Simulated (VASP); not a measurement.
Input of a VASP 6.6.1 run:

The input INCAR:

```
SYSTEM = PtSe2
  PREC = Accurate
  ENCUT = 520
  EDIFF = 1E-8
  ISMEAR = -1
  SIGMA = 0.15
  LREAL = .False.
  LASPH = .True.
  NELM = 60
  ALGO = Normal
  ISIF = 2
  LWAVE = .False.
  LCHARG = .True.
  IBRION = 8
  NSW = 1
```

Contents of KPOINTS:

```
regular mesh
0
Gamma
  12 12 8
  0 0 0
```

The input POSCAR:

```
PtSe2
1.0
    3.5924852702      0.0000000000      0.0000000000
   -1.7962426351      3.1111835067      0.0000000000
    0.0000000000      0.0000000000      4.1180988208
Pt Se
1 2
Direct
    0.0000000000      0.0000000000      0.0000000000
    0.3333333333      0.6666666667      0.2951636713
    0.6666666667      0.3333333333      0.7048363287
```

Potentials or basis: VASP PAW LDA potentials, release 64 (Pt, Se).

Launch:

```console
$ cat potpaw_LDA.64/Pt/POTCAR potpaw_LDA.64/Se/POTCAR > POTCAR
$ mpirun -np 1 vasp_std > vasp.out
```

(1) Estimate the highest phonon frequency at Γ, LO-TO splitting left out.

## Answers

(1) 289 cm⁻¹.

Caveat: the cell wasn't relaxed at this level first, which shifts response properties.
